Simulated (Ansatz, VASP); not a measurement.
Two plane-wave programs on Ta

```
Ta
1.0
    -1.65939    1.65939    1.65939
     1.65939   -1.65939    1.65939
     1.65939    1.65939   -1.65939
Ta
1
Direct
  0.00000 0.00000 0.00000
```

Alike in both runs: functional PBE; k mesh 18 × 18 × 18; occupations gaussian, width 0.1 eV; no spin polarisation.

Ansatz relaxed the structure, and its values are those at the end. VASP's run is a single point on that final structure, the one shown.

|  | VASP | Ansatz |
| --- | --- | --- |
| version | VASP 6.6.1 | Ansatz 0.2.0 |
| potentials or method | VASP PAW PBE potentials, release 64 (Ta_pv), cutoff 520 eV | scalar-relativistic, plane waves, PAW |
| valence electrons in the cell | 11 | 13 |

```tsv
	VASP	Ansatz	Ansatz less VASP
gap on the k mesh at the Fermi level (eV)	none	none	-
pressure (GPa)	0.1	0.0	-0.09
```

A gap of «none» marks a metal or a gap that the smearing closes. VASP's potentials hold 11 valence electrons a cell and Ansatz's 13, so a difference there can come from the potentials and not from the codes.

Spin-orbit coupling is off throughout.
